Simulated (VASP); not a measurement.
# CoSi2 (Cm) in VASP: single point with PBEsol

Aim: the single point of CoSi2 with PBEsol.

All numbers are computed with VASP 6.6.1; they aren't measurements. Logs are shortened: lines on timing, memory, paths and dates and some standing lists are left out, and cuts for length are marked.

## 1. The cell of the first run

Symmetry: Cm, No. 8, monoclinic system. Conventional cell: a = 5.313 Å, b = 5.313 Å, c = 10.634 Å, α = 90.00°, β = 92.38°, γ = 90.00°. Within 3.0 Å of Co (site symmetry m) lie 8 Si at 2.30 Å. Within 3.0 Å of Co (site symmetry m) lie 8 Si at 2.30 Å. Within 3.0 Å of Co (site symmetry m) lie 8 Si at 2.30 Å. Within 2.7 Å of Co (site symmetry m) lie 8 Si at 2.08 to 2.58 Å. Si (site symmetry 1) has 4 Co at 2.08 to 2.58 Å and 6 Si at 2.66 to 2.69 Å within 2.7 Å. Si (site symmetry 1) has 4 Co at 2.30 Å and 6 Si at 2.66 Å within 3.0 Å. Si (site symmetry 1) has 4 Co at 2.30 Å and 6 Si at 2.66 Å within 3.0 Å. Si (site symmetry 1) has 4 Co at 2.30 Å and 6 Si at 2.66 to 2.69 Å within 3.0 Å.

## 2. Single point, PBEsol (the part above a cut slid along it)

Input file INCAR:

```
SYSTEM = CoSi2
  ALGO = Fast
  EDIFF = 1E-6
  ENCUT = 520
  GGA = PS
  ISIF = 2
  ISMEAR = 0
  LASPH = .True.
  LCHARG = .True.
  LELF = .True.
  LREAL = .False.
  LVHAR = .True.
  LWAVE = .False.
  NBANDS = 46
  NELM = 80
  PREC = Accurate
  SIGMA = 0.15
```

Input file KPOINTS:

```
k-points
0
Gamma
  12 12 5
  0 0 0
```

Input file POSCAR:

```
CoSi2
1.0
   -2.6562539695     -2.6562539695      0.0000000000
    2.6562539695     -2.6562539695      0.0000000000
   -0.4425319113      0.0000000000     10.6250158778
Co Si
4 8
Direct
    0.4843812500      0.5156187500      0.1875000000
   -0.0364437500      0.0364437500      0.4375000000
    0.4427312500      0.5572687500      0.6875000000
   -0.0780937500      0.0780937500      0.9375000000
    0.4947937500      0.0052062500      0.0625000000
   -0.0260312500      0.5260312500      0.3125000000
    0.4531437500      0.0468562500      0.5625000000
   -0.0676812500      0.5676812500      0.8125000000
    0.4739687500      0.0260312500      0.3125000000
   -0.0468562500      0.5468562500      0.5625000000
    0.4323187500      0.0676812500      0.8125000000
   -0.0052062500      0.5052062500      0.0625000000
```

Potentials or basis: VASP PAW PBE potentials, release 64 (Co, Si).

The run is started by

```
cat potpaw_PBE.64/Co/POTCAR potpaw_PBE.64/Si/POTCAR > POTCAR
mpirun -np 1 vasp_std > vasp.out
```

OUTCAR:

```text
SYSTEM = CoSi2
   EDIFF = 1E-6
   ENCUT = 520
   GGA = PS
   ISIF = 2
   ISMEAR = 0
   LASPH = .True.
   LREAL = .False.
   NELM = 80
   PREC = Accurate

 ion  position               nearest neighbor table
   1  0.484  0.516  0.188-   5 2.30   6 2.30   9 2.30  12 2.30  12 2.30   9 2.30   5 2.30   6 2.30

   2  0.964  0.036  0.438-   7 2.30  10 2.30   9 2.30   6 2.30   9 2.30   6 2.30  10 2.30   7 2.30

   3  0.443  0.557  0.688-   7 2.30   8 2.30  10 2.30  11 2.30  10 2.30  11 2.30   7 2.30   8 2.30
[... 5 lines left out ...]
   6  0.974  0.526  0.312-   1 2.30   2 2.30   2 2.30   1 2.30  10 2.66  12 2.66   9 2.66   9 2.66
                             9 2.66   9 2.66
   7  0.453  0.047  0.562-   2 2.30   3 2.30   2 2.30   3 2.30   9 2.66  11 2.66  10 2.66  10 2.66
                            10 2.66  10 2.66
   8  0.932  0.568  0.812-   3 2.30   4 2.30   3 2.30   4 2.30  10 2.66  11 2.66  11 2.66  11 2.66
                            11 2.66  12 2.69
   9  0.474  0.026  0.312-   1 2.30   2 2.30   2 2.30   1 2.30   5 2.66   7 2.66   6 2.66   6 2.66
                             6 2.66   6 2.66
  10  0.953  0.547  0.562-   2 2.30   3 2.30   2 2.30   3 2.30   6 2.66   8 2.66   7 2.66   7 2.66
                             7 2.66   7 2.66
  11  0.432  0.068  0.812-   3 2.30   4 2.30   3 2.30   4 2.30   7 2.66   8 2.66   8 2.66   8 2.66
                             8 2.66   5 2.69
  12  0.995  0.505  0.062-   4 2.08   1 2.30   1 2.30   4 2.58   6 2.66   5 2.66   5 2.66   5 2.66
                             5 2.66   8 2.69

  LATTYP: Found a base centered monoclinic cell.
 ALAT       =     5.3125079390
 B/A-ratio  =     1.0000000000
 C/A-ratio  =     2.0017339708
 COS(beta)  =    -0.0416139213

  Lattice vectors:

 A1 = (   2.6562539695,  -2.6562539695,   0.0000000000)
 A2 = (   2.6562539695,   2.6562539695,   0.0000000000)
 A3 = (  -0.4425319113,   0.0000000000,  10.6250158778)

Analysis of symmetry for initial positions (statically):
=====================================================================
 Subroutine PRICEL returns:
 Original cell was already a primitive cell.

 Routine SETGRP: Setting up the symmetry group for a
 base centered monoclinic supercell.

 Subroutine GETGRP returns: Found  2 space group operations
 (whereof  2 operations were pure point group operations)
 out of a pool of  4 trial point group operations.

The static configuration has the point symmetry C_1h.

Analysis of symmetry for dynamics (positions and initial velocities):
=====================================================================
 Subroutine PRICEL returns:
 Original cell was already a primitive cell.

 Routine SETGRP: Setting up the symmetry group for a
 base centered monoclinic supercell.

 Subroutine GETGRP returns: Found  2 space group operations
 (whereof  2 operations were pure point group operations)
 out of a pool of  4 trial point group operations.

The dynamic configuration has the point symmetry C_1h.

 Subroutine INISYM returns: Found  2 space group operations
 (whereof  2 operations are pure point group operations),
 and found     1 'primitive' translations

----------------------------------------------------------------------------------------

                                     Primitive cell

  volume of cell :     149.9335

  direct lattice vectors                    reciprocal lattice vectors
    -2.656253969 -2.656253969  0.000000000    -0.188235013 -0.188235013 -0.007839988
     2.656253969 -2.656253969  0.000000000     0.188235013 -0.188235013  0.007839988
    -0.442531911  0.000000000 10.625015878     0.000000000  0.000000000  0.094117506

  length of vectors
     3.756510389  3.756510389 10.634227612     0.266319931  0.266319931  0.094117506

  position of ions in fractional coordinates (direct lattice)
     0.484381250  0.515618750  0.187500000
     0.963556250  0.036443750  0.437500000
     0.442731250  0.557268750  0.687500000
     0.921906250  0.078093750  0.937500000
     0.494793750  0.005206250  0.062500000
     0.973968750  0.526031250  0.312500000
     0.453143750  0.046856250  0.562500000
     0.932318750  0.567681250  0.812500000
     0.473968750  0.026031250  0.312500000
     0.953143750  0.546856250  0.562500000
     0.432318750  0.067681250  0.812500000
     0.994793750  0.505206250  0.062500000

  ion indices of the primitive-cell ions
   primitive index   ion index
                 1           1
                 2           2
                 3           3
                 4           4
                 5           5
                 6           6
                 7           7
                 8           8
                 9           9
                10          10
                11          11
                12          12

----------------------------------------------------------------------------------------

 KPOINTS: k-points

Automatic generation of k-mesh.
 Grid dimensions read from file:
 generate k-points for:   12   12    5

 Generating k-lattice:

  Cartesian coordinates                     Fractional coordinates (reciprocal lattice)
    -0.015686251 -0.015686251 -0.000653332     0.083333333  0.000000000  0.000000000
     0.015686251 -0.015686251  0.000653332     0.000000000  0.083333333  0.000000000
     0.000000000  0.000000000  0.018823501     0.000000000  0.000000000  0.200000000

  Length of vectors
     0.022193328  0.022193328  0.018823501

  Shift w.r.t. Gamma in fractional coordinates (k-lattice)
     0.000000000  0.000000000  0.000000000

 Subroutine IBZKPT returns following result:
 ===========================================

 Found    199 irreducible k-points:

 Following reciprocal coordinates:
            Coordinates               Weight
  0.000000  0.000000  0.000000      1.000000
  0.083333  0.000000  0.000000      4.000000
  0.166667  0.000000 -0.000000      4.000000
  0.250000  0.000000 -0.000000      4.000000
  0.333333  0.000000 -0.000000      4.000000
  0.416667  0.000000 -0.000000      4.000000
[... 16 lines left out ...]
  0.500000  0.166667 -0.000000      4.000000
 -0.416667  0.166667  0.000000      4.000000
 [... further k-points ...]
   k-points           NKPTS =    199   k-points in BZ     NKDIM =    199   number of bands    NBANDS=     46
   number of dos      NEDOS =    301   number of ions     NIONS =     12
   total plane-waves  NPLWV =  62720
   dimension x,y,z NGX =    28 NGY =   28 NGZ =   80
   dimension x,y,z NGXF=    56 NGYF=   56 NGZF=  160
   ions per type =               4   8
   NGX,Y,Z   is equivalent  to a cutoff of  12.39, 12.39, 12.51 a.u.
   NGXF,Y,Z  is equivalent  to a cutoff of  24.78, 24.78, 25.01 a.u.
 SYSTEM =  CoSi2
   PREC   = accura    normal or accurate (medium, high low for compatibility)
   ISTART =      0    job   : 0-new  1-cont  2-samecut
   ICHARG =      2    charge: 1-file 2-atom 10-const
   ISPIN  =      1    spin polarized calculation?
   LNONCOLLINEAR =      F non collinear calculations
   LSORBIT =      F    spin-orbit coupling
   LASPH  =      T    aspherical Exc in radial PAW
   ENCUT  =  520.0 eV  38.22 Ry    6.18 a.u.   6.98  6.98 19.77*2*pi/ulx,y,z
   NELM   =     80;   NELMIN=  2; NELMDL= -5     # of ELM steps
   EDIFF  = 0.1E-05   stopping-criterion for ELM
   LREAL  =      F    real-space projection
   EDIFFG = 0.1E-04   stopping-criterion for IOM
   NSW    =      0    number of steps for IOM
   IBRION =     -1    ionic relax: 0-MD 1-quasi-New 2-CG
   NFREE  =      0    steps in history (QN), initial steepest desc. (CG)
   ISIF   =      2    stress and relaxation
   ISYM   =      2    0-nonsym 1-usesym 2-fastsym
   POTIM  = 0.5000    time-step for ionic-motion
   TEBEG  =    0.0;   TEEND  =   0.0 temperature during run
   PSTRESS=    0.0 pullay stress
   NELECT =      68.0000    total number of electrons
   NUPDOWN=      -1.0000    fix difference up-down
   EMIN   =  10.00;   EMAX   =-10.00  energy-range for DOS
   EFERMI =   0.00;   METHOD = LEGACY
   ISMEAR =     0;   SIGMA  =   0.15  broadening in eV -4-tet -1-fermi 0-gaus
   EFERMI_NEDOS =   21; number of points for ismear=-14 and -15
   IALGO  =     68    algorithm
   IMIX   =      4    mixing-type and parameters
     AMIX     =   0.40;   BMIX     =  1.00
     AMIX_MAG =   1.60;   BMIX_MAG =  1.00
  volume/ion in A,a.u.               =      12.49        84.32
  Fermi-wavevector in a.u.,A,eV,Ry     =   1.257800  2.376897 21.525240  1.582060
  Thomas-Fermi vector in A             =   2.391441
   LORBIT       =      0    0 simple, 1 ext, 2 COOP (PROOUT), +10 PAW based schemes
   GGA     = PS    functional components
   LHFCALC =     F    Hartree Fock is set to
   AEXX    =    0.0000 exact exchange contribution
   IVDW    =     0    specifies the selected vdW correction
   LEPSILON=     F    determine dielectric tensor
   LRPA    =     F    only Hartree local field effects (RPA)
 non-spin polarized calculation
 RMM-DIIS sequential band-by-band and
 Gauss-broadening in eV      SIGMA  =   0.15
  energy-cutoff  :      520.00
  volume of cell :      149.93
 maximum number of plane-waves:      4064
   NGX = 13   NGY = 13   NGZ = 39

 number of electron      67.9999977 magnetization

 Free energy of the ion-electron system (eV)
  ---------------------------------------------------
  ext. energy  EPLUGINS =         0.00000000
  ---------------------------------------------------
  free energy    TOTEN  =       -83.22750081 eV

  energy without entropy =      -83.18224383  energy(sigma->0) =      -83.20487232

 E-fermi :  10.3407     XC(G=0): -11.9656

 val. band max:       10.3407338616   @ k =   0.0833  -0.3333   0.2000
 cond. band min:      10.3451359672   @ k =   0.2500  -0.2500   0.2000
 fundamental gap:      0.0044021057
 Fermi energy:        10.3407341937

 k-point     1 :       0.0000    0.0000    0.0000
  band No.  band energies     occupation
      1      -2.9751      2.00000
      2      -1.7110      2.00000
      3      -1.6926      2.00000
      4       1.2076      2.00000
      5       2.9857      2.00000
      6       3.8666      2.00000
[... 1165 lines left out ...]
     45      15.0212      0.00000
     46      15.5109      0.00000

 [... further k-points ...]

------------------------ aborting loop because EDIFF is reached ----------------------------------------

  FORCE on cell =-STRESS in cart. coord.  units (eV):
  Direction    XX          YY          ZZ          XY          YZ          ZX
  --------------------------------------------------------------------------------------
  -------------------------------------------------------------------------------------
  Total        0.9621110      2.7868776      2.5624192      0.0000000      0.0000000      5.3177362
  in kB       10.2810390     29.7803431     27.3817996      0.0000000      0.0000000     56.8248886
  external PRESSURE =      22.4810606 kB  Pullay stress =       0.0000000 kB

 VOLUME and BASIS-vectors are now :
 -----------------------------------------------------------------------------
  energy-cutoff  :      520.00
  volume of cell :      149.93
      direct lattice vectors                 reciprocal lattice vectors
    -2.656253969 -2.656253969  0.000000000    -0.188235013 -0.188235013 -0.007839988
     2.656253969 -2.656253969  0.000000000     0.188235013 -0.188235013  0.007839988
    -0.442531911  0.000000000 10.625015878     0.000000000  0.000000000  0.094117506

 POSITION                                       TOTAL-FORCE (eV/Angst)
 -----------------------------------------------------------------------------------
      0.00000     -2.65625      1.99219         0.199976      0.000000     -0.104093
     -2.65625     -2.65625      4.64844        -0.028818      0.000000     -0.040166
      0.00000     -2.65625      7.30470        -0.056215      0.000000      0.024327
     -2.65625     -2.65625      9.96095        -2.572352      0.000000     -1.859096
     -1.32813     -1.32813      0.66406         1.381633      1.601201      0.989732
     -1.32813     -3.98438      3.32032         0.052384      0.066731      0.024959
     -1.32813     -1.32813      5.97657        -0.003878     -0.010829      0.007317
     -1.32813     -3.98438      8.63283        -0.201434      0.123778     -0.032494
     -1.32813     -1.32813      3.32032         0.052384     -0.066731      0.024959
     -1.32813     -3.98438      5.97657        -0.003878      0.010829      0.007317
     -1.32813     -1.32813      8.63283        -0.201434     -0.123778     -0.032494
     -1.32813     -3.98438      0.66406         1.381633     -1.601201      0.989732
 -----------------------------------------------------------------------------------
    total drift:                                0.000094     -0.000000     -0.000033

  FREE ENERGIE OF THE ION-ELECTRON SYSTEM (eV)
  ---------------------------------------------------
  free  energy   TOTEN  =       -83.2275008148 eV

  energy  without entropy=      -83.1822438315  energy(sigma->0) =      -83.20487232
```

Wall time 54 min (1 thread of Oxide Virtual Turin-like, shared host); peak memory 0.94 GiB.

Results:

* Free energy: -83.2275 eV
* Pressure: 2.2 GPa
* Largest force: 3.174 eV/Å
* Band gap on the k mesh: zero (bands 34 and 35 overlap by 2.46 eV)

Forces on the atoms (eV/Å):
```
Co   0.200  0.000 -0.104
Co  -0.029  0.000 -0.040
Co  -0.056  0.000  0.024
Co  -2.572  0.000 -1.859
Si   1.382  1.601  0.990
Si   0.052  0.067  0.025
Si  -0.004 -0.011  0.007
Si  -0.201  0.124 -0.032
Si   0.052 -0.067  0.025
Si  -0.004  0.011  0.007
Si  -0.201 -0.124 -0.032
Si   1.382 -1.601  0.990
```

Stress tensor (GPa, compression positive):
```
1.03 0.00 5.68
0.00 2.98 0.00
5.68 0.00 2.74
```

Caveat: the cell differs from its parent crystal (the part above a cut slid along it); the PAW data sets were made with another functional, which shifts forces and pressure a little.
